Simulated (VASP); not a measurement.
A run of VASP 6.6.1 is set up as follows.

The input INCAR:

```
PREC = Accurate ; ENCUT = 520
EDIFF = 1E-6 ; ISMEAR = 0
SIGMA = 0.05 ; LREAL = F
LASPH = T ; NELM = 80
ALGO = Normal ; ISIF = 2
LWAVE = F ; LCHARG = F
GGA = PE ; NBANDS = 33
```

File KPOINTS:

```
regular mesh
0
Gamma
  4 4 6
```

File POSCAR:

```
TiO2
1.0
    4.5922000000      0.0076536667      0.0000000000
    0.0076536667      4.5922000000      0.0000000000
    0.0000000000      0.0000000000      2.9574000000
Ti O
2 4
Direct
    0.0000000000      0.0000000000      0.0000000000
    0.5000000000      0.5000000000      0.5000000000
    0.3049600000      0.3049600000      0.0000000000
    0.1950400000      0.8049600000      0.5000000000
    0.6950400000      0.6950400000      0.0000000000
    0.8049600000      0.1950400000      0.5000000000
```

Potentials or basis: VASP PAW PBE potentials, release 64 (Ti_sv, O).

Launch:

```sh
$ cat potpaw_PBE.64/Ti_sv/POTCAR potpaw_PBE.64/O/POTCAR > POTCAR
$ mpirun -np 1 vasp_std > vasp.out
```

**Question.** Estimate the pressure.

**Answer.** 6.1 GPa.

**Question.** Estimate the band gap on the k mesh.

**Answer.** 1.87 eV, direct.

**Question.** Estimate the largest force.

**Answer.** 0.132 eV/Å.

Stress tensor (GPa, compression positive):
```
 6.21 -0.77  0.00
-0.77  6.21  0.00
 0.00  0.00  5.76
```

A k mesh can miss the band edges. PBE gaps usually lie below the measured ones, often by a third to a half.
